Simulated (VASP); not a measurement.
Input of a VASP 6.6.1 run:

File INCAR:

```
SYSTEM = AlC
PREC = Accurate
ENCUT = 600
EDIFF = 1E-6
ISMEAR = 0
SIGMA = 0.2
LREAL = .FALSE.
LASPH = .TRUE.
NELM = 120
ALGO = Normal
ISIF = 2
LWAVE = .FALSE.
LCHARG = .FALSE.
GGA = PE
NBANDS = 10
GGA_COMPAT = .FALSE.
```

KPOINTS

```
regular mesh
0
G
  6 6 5
  0 0 0
```

File POSCAR:

```
AlC
1.0
    2.6856323000      0.0000000000      0.0000000000
    0.0000000000      2.6856323000      0.0000000000
    0.0000000000      0.0000000000      2.7135315349
Al C
1 1
Direct
    0.0000000000      0.0000000000      0.0000000000
    0.5000000000      0.5000000000      0.5000000000
```

Potentials or basis: VASP PAW PBE potentials, release 64 (Al, C).

Command:

```console
$ cat potpaw_PBE.64/Al/POTCAR potpaw_PBE.64/C/POTCAR > POTCAR
$ mpirun -np 1 vasp_std > vasp.out
```

(1) What does it give for the pressure?

## Answers

(1) -0.4 GPa.

Caveat: the k points lie up to 0.46 Å⁻¹ apart.
